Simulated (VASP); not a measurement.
Set up this calculation in VASP 6.6.1, as the native input.

```
Task                   : single point
Functional             : PBE
Potentials or basis    : VASP PAW PBE potentials, release 64 (Pt)
Cutoff                 : 520 eV
k mesh                 : 16 × 16 × 16
Occupations            : gaussian, width 0.15 eV
Spin                   : no spin polarisation
Dipole correction      : no
Further INCAR settings : ALGO = Fast; EDIFF = 1e-06; NBANDS = 11
```

The structure of Pt lies in POSCAR:

```
Pt
1.0
   -1.8012487988      1.6259895684      1.6424021032
    1.7987146157     -1.4997738224      1.5136521741
    1.6046963919      1.3032214156     -1.5161863571
Pt
1
Direct
    0.0000000000      0.0000000000      0.0000000000
```

These files were run (other wordings do the same):

INCAR

```
  PREC = Accurate
  ENCUT = 520
  EDIFF = 1E-6
  ISMEAR = 0
  SIGMA = 0.15
  LREAL = False
  LASPH = True
  NELM = 80
  ALGO = Fast
  ISIF = 2
  LWAVE = False
  LCHARG = False
  GGA = PE
  NBANDS = 11
```

KPOINTS

```
Automatic mesh
0
Gamma
  16 16 16
```

Potentials or basis: VASP PAW PBE potentials, release 64 (Pt).

Command:

```sh
$ cat potpaw_PBE.64/Pt/POTCAR > POTCAR
$ mpirun -np 1 vasp_std > vasp.out
```

Results of the run:

The pressure is 7.4 GPa and the band gap on the k mesh is zero (bands 5 and 6 overlap by 2.85 eV).

Caveat: the stress differs along the axes, from -1 to 13 GPa; spin-orbit coupling is left out, which moves the levels of the heavy elements.

Run time: 2.6 min on 1 thread of Intel(R) Xeon(R) Platinum 8488C (Sapphire Rapids) (shared host), peak memory 0.45 GiB.
